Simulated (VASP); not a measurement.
# Be12HC: single point with PBE+D3(BJ)

Slab: Be12HC, a slab with vacuum.

```
Be C H
1.0
     4.58000    0.00000    0.00000
     2.29000    3.96640    0.00000
     0.00000    0.00000   18.58843
Be C H
12 1 1
Direct
  0.00000 0.00000 0.05380
  0.50000 0.00000 0.05380
  0.00000 0.50000 0.05380
  0.50000 0.50000 0.05380
  0.78228 0.37727 0.17998
  0.36547 0.34071 0.14823
  0.77695 0.86361 0.14083
  0.36251 0.82279 0.17029
  0.05151 0.09326 0.29507
  0.54276 0.02854 0.29089
  0.06704 0.54024 0.23997
  0.42329 0.61123 0.33463
  0.72541 0.14744 0.33684
  0.74909 0.13292 0.39582
```

* Program: VASP 6.6.1
* Task: single point
* Functional: PBE
* Dispersion: D3(BJ)
* Potentials or basis: VASP PAW PBE potentials, release 64 (Be, C, H)
* Cutoff: 520 eV
* k mesh: 3 × 3 × 1
* Occupations: fermi-dirac, width 0.05 eV
* Spin: no spin polarisation

```
Largest force              : 5.287 eV/Å
Dispersion energy per atom : -0.185 eV
```

Forces on the atoms (eV/Å):
```
Be   0.295  0.194 -0.106
Be  -0.854  0.334 -0.623
Be  -0.068 -0.188 -0.279
Be   0.547  0.252 -0.102
Be   1.077 -1.257 -0.586
Be  -1.185  0.033  0.237
Be   1.580 -1.034  2.190
Be  -1.417  1.294  0.415
Be   1.126  0.117 -1.376
Be  -3.832 -1.011 -2.753
Be   0.192  0.438 -0.009
Be   0.664 -1.292 -1.480
C    2.015  2.423  4.245
H   -0.139 -0.302  0.227
```

Levels at points of the mesh, in eV from the Fermi level:
```
           k point  band 13  band 14  band 15  band 16  band 17  band 18
(0.00, 0.00, 0.00)    -1.49    -1.33    -0.03     0.17     1.27     1.57
```

Wall time 82 s on 1 thread of Intel(R) Xeon(R) Platinum 8375C CPU @ 2.90GHz (Ice Lake), on a shared host, peak memory 0.42 GiB.

Caveat: the k points lie up to 0.53 Å⁻¹ apart.
